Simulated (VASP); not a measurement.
MnHg, 2 atoms in the cell. The structure is tetragonal, space group P4/mmm (No. 123). The conventional cell has a = 3.288 Å, b = 3.288 Å, c = 3.313 Å, α = 90.00°, β = 90.00°, γ = 90.00°. Within 3.8 Å of Mn (site symmetry 4/mmm) lie 8 Hg at 2.85 Å and 6 Mn at 3.29 to 3.31 Å. Hg (site symmetry 4/mmm) has 8 Mn at 2.85 Å and 6 Hg at 3.29 to 3.31 Å within 3.8 Å. 

| Item | Value |
| --- | --- |
| Program | VASP 6.6.1 |
| Task | single point |
| Functional | PBE |
| Potentials or basis | VASP PAW PBE potentials, release 64 (Mn_pv, Hg) |
| Cutoff | 520 eV |
| k mesh | 12 × 12 × 12 |
| Occupations | gaussian, width 0.1 eV |
| Spin | collinear spin, ferromagnetic start |
| Starting moments | [4.85, 0.21] μB |
| Fixed moment | 5 μB |
| Dipole correction | no |
| Further INCAR settings | ALGO = Fast; EDIFF = 1e-07; NBANDS = 24 |

Potentials or basis: VASP PAW PBE potentials, release 64 (Mn_pv, Hg).

Run with:

```sh
$ cat potpaw_PBE.64/Mn_pv/POTCAR potpaw_PBE.64/Hg/POTCAR > POTCAR
$ mpirun -np 1 vasp_std > vasp.out
```

Hardware: 1 thread of Intel(R) Xeon(R) Platinum 8259CL CPU @ 2.50GHz (Skylake/Cascade Lake) (shared host).

Question: Estimate the wall time of this run.

Answer: It took 4.6 min on 1 thread of Intel(R) Xeon(R) Platinum 8259CL CPU @ 2.50GHz (Skylake/Cascade Lake) (shared host), peak memory 0.35 GiB. Counts: scf iterations 15, k points 196.
